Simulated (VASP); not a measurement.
Write the native input for VASP 6.6.1 that does the following.

```
Task                   : single point
Functional             : r2SCAN
Potentials or basis    : VASP PAW PBE potentials, release 64 (C, Sn_d)
Cutoff                 : 520 eV
k mesh                 : 8 × 8 × 6
Occupations            : gaussian, width 0.01 eV
Spin                   : no spin polarisation
Dipole correction      : no
Further INCAR settings : ALGO = Normal; EDIFF = 1e-06; NBANDS = 21
```

SnC3:

```
C Sn
1.0
     2.97889   -0.01192    0.00000
    -0.01192    2.97889    0.00000
     0.00000    0.00000    4.64352
C Sn
3 1
Direct
  0.50000 0.00000 0.82036
  0.50000 0.50000 0.00000
  0.00000 0.50000 0.17964
  0.00000 0.00000 0.50000
```

This cell differs from its parent crystal: shear xy strain -0.8%.

The input as run:

POSCAR

```
SnC3
1.0
    2.9788882431     -0.0119155530      0.0000000000
   -0.0119155530      2.9788882431      0.0000000000
    0.0000000000      0.0000000000      4.6435166754
C Sn
3 1
Direct
    0.5000000000      0.0000000000      0.8203632750
    0.5000000000      0.5000000000      0.0000000000
    0.0000000000      0.5000000000      0.1796367250
    0.0000000000      0.0000000000      0.5000000000
```

INCAR.step1

```
SYSTEM = SnC3
ALGO = Normal
EDIFF = 1E-4
ENCUT = 520
GGA = PE
ISMEAR = 0
LASPH = .TRUE.
LCHARG = .FALSE.
LREAL = .FALSE.
LWAVE = .TRUE.
NBANDS = 21
NELM = 80
PREC = Accurate
SIGMA = 0.01
```

INCAR.step2

```
SYSTEM = SnC3
ALGO = Normal
EDIFF = 1E-6
ENCUT = 520
ISIF = 2
ISMEAR = 0
ISTART = 1
LASPH = .TRUE.
LCHARG = .FALSE.
LMIXTAU = .TRUE.
LREAL = .FALSE.
LWAVE = .FALSE.
METAGGA = R2SCAN
NBANDS = 21
NELM = 80
PREC = Accurate
SIGMA = 0.01
```

KPOINTS

```
k-points
0
G
  8 8 6
  0 0 0
```

Potentials or basis: VASP PAW PBE potentials, release 64 (C, Sn_d).

Command:

```sh
$ cat potpaw_PBE.64/C/POTCAR potpaw_PBE.64/Sn_d/POTCAR > POTCAR
$ cp INCAR.step1 INCAR
$ mpirun -np 1 vasp_std > vasp.out
$ cp INCAR.step2 INCAR
$ mpirun -np 1 vasp_std > vasp.out
```

It gave:

| Item | Value |
| --- | --- |
| Pressure | 0.4 GPa |
| Largest force | 0.006 eV/Å |
| Band gap on the k mesh | 0.37 eV, indirect (least direct gap 0.73 eV) |

Caveat: the cell differs from its parent crystal (shear xy strain -0.8%); the PAW data sets were made with another functional, which shifts forces and pressure a little; spin-orbit coupling is left out, which moves the levels of the heavy elements.

Wall time 2.6 min on 1 thread of Intel(R) Xeon(R) Platinum 8259CL CPU @ 2.50GHz (Skylake/Cascade Lake), on a shared host, peak memory 0.2 GiB.
